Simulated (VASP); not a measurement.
Set up this calculation in VASP 6.6.1, as the native input.

| Item | Value |
| --- | --- |
| Task | single point |
| Functional | r2SCAN |
| Potentials or basis | VASP PAW PBE potentials, release 64 (In_d, Se) |
| Cutoff | 520 eV |
| k mesh | 4 × 4 × 4 |
| Occupations | gaussian, width 0.01 eV |
| Spin | no spin polarisation |
| Dipole correction | no |
| Further INCAR settings | ALGO = Normal; EDIFF = 1e-07; NBANDS = 27 |

InSe:

```
In Se
1.0
     2.01056    1.16080    8.41067
    -2.01056    1.16080    8.41067
     0.00000   -2.32159    8.41067
In Se
2 2
Cartesian
  0.0000 0.0000 0.0120
  0.0000 0.0000 2.7975
  0.0000 0.0000 15.5671
  0.0000 0.0000 20.8844
```

The input as run:

POSCAR

```
InSe
1.0
    2.0105578886      1.1607961382      8.4106658750
   -2.0105578886      1.1607961382      8.4106658750
    0.0000000000     -2.3215922764      8.4106658750
In Se
2 2
Direct
    0.0004771570      0.0004771570      0.0004771570
    0.1108703962      0.1108703962      0.1108703962
    0.6169580828      0.6169580828      0.6169580828
    0.8276943640      0.8276943640      0.8276943640
```

INCAR.step1

```
SYSTEM = InSe
PREC = Accurate ; ENCUT = 520
ISMEAR = 0 ; SIGMA = 0.01
LREAL = .FALSE. ; LASPH = .TRUE.
NELM = 100 ; NBANDS = 27
GGA = PE ; ALGO = Normal
EDIFF = 1E-4 ; LWAVE = .TRUE.
LCHARG = .FALSE.
```

INCAR.step2

```
SYSTEM = InSe
PREC = Accurate ; ENCUT = 520
EDIFF = 1E-7 ; ISMEAR = 0
SIGMA = 0.01 ; LREAL = .FALSE.
LASPH = .TRUE. ; NELM = 100
ALGO = Normal ; ISIF = 2
LWAVE = .FALSE. ; LCHARG = .FALSE.
METAGGA = R2SCAN ; LMIXTAU = .TRUE.
NBANDS = 27 ; ISTART = 1
```

KPOINTS

```
Automatic mesh
0
G
  4 4 4
  0 0 0
```

Potentials or basis: VASP PAW PBE potentials, release 64 (In_d, Se).

Command:

```bash
$ cat potpaw_PBE.64/In_d/POTCAR potpaw_PBE.64/Se/POTCAR > POTCAR
$ cp INCAR.step1 INCAR
$ mpirun -np 1 vasp_std > vasp.out
$ cp INCAR.step2 INCAR
$ mpirun -np 1 vasp_std > vasp.out
```

It gave:

```yaml
Pressure: 1.0 GPa
Largest_force: 0.011 eV/Å
Band_gap_on_the_k_mesh: 0.81 eV, direct
```

Caveat: the k points lie up to 0.46 Å⁻¹ apart; the PAW data sets were made with another functional, which shifts forces and pressure a little; spin-orbit coupling is left out, which moves the levels of the heavy elements.

Wall time 24 min on 1 thread of Intel(R) Xeon(R) Platinum 8259CL CPU @ 2.50GHz (Skylake/Cascade Lake), with other jobs on the host, peak memory 0.78 GiB.
